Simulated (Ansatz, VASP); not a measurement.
## One calculation of Te, two programs

INCAR

```
SYSTEM = Te
ALGO = Normal
EDIFF = 1E-6
ENCUT = 520
GGA = PS
ISIF = 2
ISMEAR = -1
LASPH = .True.
LCHARG = .False.
LREAL = .False.
LWAVE = .False.
NBANDS = 20
NELM = 80
PREC = Accurate
SIGMA = 0.1
```

KPOINTS

```
k-points
0
Gamma
  10 10 4
  0 0 0
```

File POSCAR:

```
Te
1.0
    4.0203904083      0.0000000000      0.0000000000
   -2.0101952041      3.4817602267      0.0000000000
    0.0000000000      0.0000000000      8.5686625367
Te
4
Direct
    1.0000000000      0.0000000000      0.0000000000
    1.0000000000      0.0000000000      0.5000000000
    0.3333333333      0.6666666667      0.2500000000
    0.6666666667      0.3333333333      0.7500000000
```

Input for Ansatz:

```yaml
crystal:
  lattice:
    - [4.0203904083, 0.0, 0.0]
    - [-2.0101952041, 3.4817602267, 0.0]
    - [0.0, 0.0, 8.5686625367]
  atoms:
    - { symbol: Te, position: [1.0, 0.0, 0.0] }
    - { symbol: Te, position: [1.0, 0.0, 0.5] }
    - { symbol: Te, position: [0.3333333333, 0.6666666667, 0.25] }
    - { symbol: Te, position: [0.6666666667, 0.3333333333, 0.75] }
hamiltonian:
  xc: pbesol
  pseudopotentials:
    kind: paw
    azcp:
      Te: "pseudopotentials/Te.paw.azcp"
basis:
  ecutwfc: 420
  fft_grid_basis: typed
kpoints:
  mp_grid: { grid: [10, 10, 4], shift: [0, 0, 0] }
magnetization:
  spin_polarized: false
scf:
  occupations: { method: fermi_dirac, width: 0.1 }
  lower_state_search: "off"
output:
  stress: true
```

Alike in both runs: task single point; functional PBEsol; k mesh 10 × 10 × 4; occupations fermi-dirac, width 0.1 eV; no spin polarisation.

|  | VASP | Ansatz |
| --- | --- | --- |
| version | VASP 6.6.1 | Ansatz 0.2.0 |
| potentials or method | VASP PAW PBE potentials, release 64 (Te), cutoff 520 eV | plane waves (420 eV) with PAW, scalar-relativistic |
| valence electrons in the cell | 24 | 64 |

Ansatz gave:

* pressure (GPa): 0.0
* traceless stress, the component that is largest in VASP (GPa): -0.25

Problem. Which values does VASP return?

Solution. Pressure (GPa): 0.1; traceless stress, the component that is largest in VASP (GPa): -0.21.

VASP's potentials were made for PBE, not for PBEsol, and Ansatz warns of the same on its side. VASP's potentials hold 24 valence electrons a cell and Ansatz's 64, so a difference there can come from the potentials and not from the codes.

Spin-orbit coupling is off throughout.
